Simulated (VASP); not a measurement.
The system is Ge.

```
Ge
1.0
     1.39715   -2.60052    0.00000
     1.39715    2.60052    0.00000
     0.00000    0.00000    2.69823
Ge
1
Direct
  0.50000 0.50000 0.00000
```

```yaml
Program: VASP 6.6.1
Task: relaxation of cell and atoms
Functional: PBE
Dispersion: D3(BJ)
Potentials_or_basis: VASP PAW PBE potentials, release 64 (Ge_d)
Cutoff: 600 eV
k_mesh: 11 × 11 × 10
Occupations: fermi-dirac, width 0.05 eV
Spin: no spin polarisation
```

At the start: pressure -3.5 GPa; volume 19.61 Å³/atom.

**Question.** Where does the relaxation end?

**Answer.** Over 24 steps the energy falls by 16.4 meV/atom and the volume is 18.59 Å³/atom (-5.2 %); space group Cmmm (No. 65, to 0.05 Å).

The path:
| step | energy change (eV) | largest force (eV/Å) | pressure (GPa) | volume (Å³) |
| --- | --- | --- | --- | --- |
| 1 | 0.0000 | 0.0000 | -3.51 | 19.61 |
| 2 | -0.0138 | 0.0000 | 0.75 | 18.41 |
| 3 | -0.0139 | 0.0000 | 0.31 | 18.51 |
| 4 | -0.0139 | 0.0000 | 0.55 | 18.49 |
| 5 | -0.0156 | 0.0000 | 0.22 | 18.52 |
| 6 | -0.0161 | 0.0000 | 0.33 | 18.54 |
| 7 | -0.0162 | 0.0000 | -0.03 | 18.57 |
| 8 | -0.0163 | 0.0000 | 0.00 | 18.55 |
| 9 | -0.0163 | 0.0000 | 0.14 | 18.56 |
| 10 | -0.0163 | 0.0000 | -0.18 | 18.62 |
| 11 | -0.0164 | 0.0000 | -0.11 | 18.60 |
| 12 | -0.0164 | 0.0000 | 0.15 | 18.57 |
| 13 | -0.0164 | 0.0000 | -0.05 | 18.58 |
| 14 | -0.0164 | 0.0000 | 0.01 | 18.58 |
| 15 | -0.0164 | 0.0000 | 0.06 | 18.58 |
| 16 | -0.0164 | 0.0000 | -0.12 | 18.58 |
| 17 | -0.0164 | 0.0000 | -0.04 | 18.58 |
| 18 | -0.0164 | 0.0000 | 0.04 | 18.58 |
| 19 | -0.0164 | 0.0000 | -0.08 | 18.59 |
| 20 | -0.0164 | 0.0000 | -0.04 | 18.59 |
| 21 | -0.0164 | 0.0000 | 0.01 | 18.59 |
| 22 | -0.0164 | 0.0000 | -0.20 | 18.59 |
| 23 | -0.0164 | 0.0000 | -0.10 | 18.59 |
| 24 | -0.0164 | 0.0000 | 0.00 | 18.59 |

Final structure:
```xyz
1
Lattice="1.4044 -2.4695 0.0000 1.4044 2.4695 0.0000 0.0000 0.0000 2.6802" Properties=species:S:1:pos:R:3 pbc="T T T"
Ge    1.4044    0.0000    0.0000
```

Caveat: pairwise dispersion overbinds metals, which lowers pressure and volume.
